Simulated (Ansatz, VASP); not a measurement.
Two plane-wave programs on Yb

INCAR

```
SYSTEM = Yb
PREC = Accurate
ENCUT = 520
EDIFF = 1E-7
ISMEAR = -1
SIGMA = 0.1
LREAL = .False.
LASPH = .True.
NELM = 80
ALGO = Normal
ISIF = 2
LWAVE = .False.
LCHARG = .False.
GGA = RP
NBANDS = 18
```

Contents of KPOINTS:

```
regular mesh
0
Gamma
  12 12 12
  0 0 0
```

POSCAR

```
Yb
1.0
   -2.1408854821      2.1408854821      2.1408854821
    2.1408854821     -2.1408854821      2.1408854821
    2.1408854821      2.1408854821     -2.1408854821
Yb
1
Direct
    0.0000000000      0.0000000000      0.0000000000
```

Input for Ansatz:

```yaml
crystal:
  lattice:
    - [-2.1408854821, 2.1408854821, 2.1408854821]
    - [2.1408854821, -2.1408854821, 2.1408854821]
    - [2.1408854821, 2.1408854821, -2.1408854821]
  atoms:
    - { symbol: Yb, position: [0.0, 0.0, 0.0] }
hamiltonian:
  xc: rpbe
  pseudopotentials:
    kind: paw
    azcp:
      Yb: "pseudopotentials/Yb.paw.azcp"
basis:
  ecutwfc: 420
  fft_grid_basis: typed
kpoints:
  mp_grid: { grid: [12, 12, 12], shift: [0, 0, 0] }
magnetization:
  spin_polarized: false
scf:
  occupations: { method: fermi_dirac, width: 0.1 }
  lower_state_search: "off"
output:
  stress: true
  write_density: true
  write_potential: true
  elf: true
  volumetric_format: npy
```

Alike in both runs: task single point; functional RPBE; k mesh 12 × 12 × 12; occupations fermi-dirac, width 0.1 eV; no spin polarisation.

|  | VASP | Ansatz |
| --- | --- | --- |
| version | VASP 6.6.1 | Ansatz 0.2.0 |
| potentials or method | VASP PAW PBE potentials, release 64 (Yb), cutoff 520 eV | plane waves (420 eV) with PAW, scalar-relativistic |
| valence electrons in the cell | 24 | 24 |

Ansatz gave:

```
pressure (GPa) : -0.6
```

**Question.** Which values does VASP return?

**Answer.** Pressure (GPa): -0.9.

VASP's potentials were made for PBE, not for RPBE.

Neither program's run includes spin-orbit coupling.
